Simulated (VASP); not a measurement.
A run of VASP 6.6.1 is set up as follows.

INCAR

```
PREC     = Accurate       # precision mode
ENCUT    = 500            # plane-wave cutoff, eV
EDIFF    = 1E-6           # SCF threshold, eV
ISMEAR   = 0              # smearing method
SIGMA    = 0.01           # smearing width, eV
LREAL    = False          # projectors in reciprocal space
LASPH    = True           # aspherical terms in the spheres
NELM     = 120            # most SCF steps
ALGO     = Normal         # electronic algorithm
ISIF     = 2              # what is computed and relaxed
LWAVE    = False          # write WAVECAR
LCHARG   = False          # write CHGCAR
GGA      = PE             # functional
NBANDS   = 15             # bands
GGA_COMPAT= False
```

The input KPOINTS:

```
regular mesh
0
Gamma
  6 6 6
```

File POSCAR:

```
CsBr
1.0
    4.3193779122      0.0000000000      0.0000000000
    0.0000000000      4.3193779122      0.0000000000
    0.0000000000      0.0000000000      4.3193779122
Cs Br
1 1
Direct
    0.0000000000      0.0000000000      0.0000000000
    0.5000000000      0.5000000000      0.5000000000
```

Potentials or basis: VASP PAW PBE potentials, release 64 (Cs_sv, Br).

Launch:

```console
$ cat potpaw_PBE.64/Cs_sv/POTCAR potpaw_PBE.64/Br/POTCAR > POTCAR
$ mpirun -np 1 vasp_std > vasp.out
```

Problem. Predict the band gap on the k mesh.

Solution. 4.43 eV, indirect (least direct gap 4.43 eV).

Problem. What does it give for the pressure?

Solution. 0.7 GPa.

Caveat: spin-orbit coupling is left out, which moves the levels of the heavy elements. PBE gaps usually lie below the measured ones, often by a third to a half.
